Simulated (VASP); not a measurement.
TaN, 6 atoms in the cell. The structure is hexagonal, space group P6/mmm (No. 191). The conventional cell has a = 5.185 Å, b = 5.185 Å, c = 2.937 Å, α = 90.00°, β = 90.00°, γ = 120.00°. Within 3.4 Å of Ta (site symmetry 6/mmm) lie 6 N at 2.59 Å and 14 Ta at 2.94 to 3.33 Å. Ta (site symmetry -6m2) has 6 N at 2.10 Å within 2.8 Å. Within 2.8 Å of N (site symmetry mmm) lie 6 Ta at 2.10 to 2.59 Å and 4 N at 2.59 Å.  This cell differs from its parent crystal: zz strain of +1 %.

- Program: VASP 6.6.1
- Task: electric field gradients
- Functional: LDA
- Potentials or basis: VASP PAW LDA potentials, release 64 (Ta_pv, N)
- Cutoff: 520 eV
- k mesh: 5 × 5 × 8
- Occupations: fermi-dirac, width 0.03 eV
- Spin: no spin polarisation
- Dipole correction: no
- Further INCAR settings: ALGO = Normal; EDIFF = 1e-08; NBANDS = 33

Potentials or basis: VASP PAW LDA potentials, release 64 (Ta_pv, N).

Launch:

```sh
$ cat potpaw_LDA.64/Ta_pv/POTCAR potpaw_LDA.64/N/POTCAR > POTCAR
$ mpirun -np 1 vasp_std > vasp.out
```

Hardware: 1 thread of Intel Xeon 8259CL (shared host).

Q: Estimate the wall time of this run.

A: Run time: 100 s on 1 thread of Intel Xeon 8259CL, with other jobs on the host, peak memory 0.19 GiB. Counts: scf iterations 16, k points 25.
